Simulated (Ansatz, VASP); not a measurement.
# Re: VASP beside Ansatz

File INCAR:

```
PREC = Accurate ; ENCUT = 520
EDIFF = 1E-6 ; ISMEAR = 0
SIGMA = 0.1 ; LREAL = F
LASPH = T ; NELM = 60
ALGO = Fast ; ISIF = 2
LWAVE = F ; LCHARG = F
GGA = PE ; NBANDS = 10
```

The input KPOINTS:

```
Automatic mesh
0
Gamma
  24 24 24
```

File POSCAR:

```
Re
1.0
    0.0000000000      1.9378540628      1.9378540628
    1.9378540628      0.0000000000      1.9378540628
    1.9378540628      1.9378540628      0.0000000000
Re
1
Direct
    0.5000000000      0.5000000000      0.5000000000
```

Input for Ansatz:

```yaml
crystal:
  lattice:
    - [0.0, 1.9378540628, 1.9378540628]
    - [1.9378540628, 0.0, 1.9378540628]
    - [1.9378540628, 1.9378540628, 0.0]
  atoms:
    - { symbol: Re, position: [0.5, 0.5, 0.5] }
basis:
  ecutwfc: 420
kpoints:
  mp_grid: { grid: [24, 24, 24] }
hamiltonian:
  xc: pbe
scf:
  occupations: { method: gaussian, width: 0.1 }
output:
  forces: true
  stress: true
  eigenvalues: true
```

Alike in both runs: task single point; functional PBE; k mesh 24 × 24 × 24; occupations gaussian, width 0.1 eV; no spin polarisation.

```csv
,VASP,Ansatz
version,VASP 6.6.1,Ansatz 0.2.0
potentials or method,"VASP PAW PBE potentials, release 64 (Re), cutoff 520 eV","scalar-relativistic, plane waves, PAW"
valence electrons in the cell,7,15
```

|  | VASP | Ansatz | Ansatz less VASP |
| --- | --- | --- | --- |
| gap on the k mesh at the Fermi level (eV) | none | none | - |
| pressure (GPa) | 11.4 | 11.8 | +0.40 |

A gap of «none» marks a metal or a gap that the smearing closes. VASP's potentials hold 7 valence electrons a cell and Ansatz's 15, so a difference there can come from the potentials and not from the codes.

Neither program's run includes spin-orbit coupling.
